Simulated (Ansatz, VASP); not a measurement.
SiC: VASP beside Ansatz

```
Si C
1.0
     0.00000    2.17900    2.17900
     2.17900    0.00000    2.17900
     2.17900    2.17900    0.00000
Si C
1 1
Direct
  0.00000 0.00000 0.00000
  0.25000 0.25000 0.25000
```

Alike in both runs: task single point; functional LDA; k mesh 8 × 8 × 8; occupations gaussian, width 0.1 eV; no spin polarisation.

|  | VASP | Ansatz |
| --- | --- | --- |
| version | VASP 6.6.1 | Ansatz 0.2.0 |
| potentials or method | VASP PAW LDA potentials, release 64 (Si, C), cutoff 600 eV | scalar-relativistic, plane waves, PAW |
| valence electrons in the cell | 8 | 8 |

|  | VASP | Ansatz | Ansatz less VASP |
| --- | --- | --- | --- |
| gap on the k mesh at the Fermi level (eV) | 1.30 | 1.32 | +0.012 |
| least direct gap on the mesh (eV) | 4.50 | 4.51 | +0.012 |
| pressure (GPa) | -4.2 | -4.4 | -0.26 |

LDA's correlation is that of Perdew and Zunger in VASP and of Perdew and Wang (1992) in Ansatz.
